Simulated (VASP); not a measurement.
Wanted: the native input for a VASP 6.6.1 run.

```
Task                   : single point
Functional             : LDA
Potentials or basis    : VASP PAW LDA potentials, release 64 (Zn, Se)
Cutoff                 : 520 eV
k mesh                 : 8 × 8 × 6
Occupations            : gaussian, width 0.05 eV
Spin                   : no spin polarisation
Dipole correction      : no
Further INCAR settings : ALGO = Normal; EDIFF = 1e-07; NBANDS = 26
```

The structure of ZnSe lies in POSCAR:

```
ZnSe
1.0
    3.8630000000      0.0000000000      0.0000000000
    0.0000000000      3.8630000000      0.0000000000
    0.0000000000      0.0000000000      5.5715000000
Zn Se
2 2
Direct
    0.0000000000      0.0000000000      0.0000000000
    0.5000000000      0.5000000000      0.0000000000
    0.0000000000      0.5000000000      0.2797006019
    0.5000000000      0.0000000000      0.7202993981
```

One way to write it, as run:

INCAR

```
ALGO = Normal
EDIFF = 1E-7
ENCUT = 520
ISIF = 2
ISMEAR = 0
LASPH = True
LCHARG = False
LREAL = False
LWAVE = False
NBANDS = 26
NELM = 100
PREC = Accurate
SIGMA = 0.05
```

KPOINTS

```
k-points
0
Gamma
  8 8 6
```

Potentials or basis: VASP PAW LDA potentials, release 64 (Zn, Se).

Run with:

```sh
$ cat potpaw_LDA.64/Zn/POTCAR potpaw_LDA.64/Se/POTCAR > POTCAR
$ mpirun -np 1 vasp_std > vasp.out
```

Results of the run:

- Pressure: 0.8 GPa
- Largest force: 0.287 eV/Å
- Band gap on the k mesh: 1.47 eV, direct

It took 97 s on 1 thread of Intel(R) Xeon(R) Platinum 8124M CPU @ 3.00GHz (Skylake/Cascade Lake), on a shared host, peak memory 0.23 GiB.
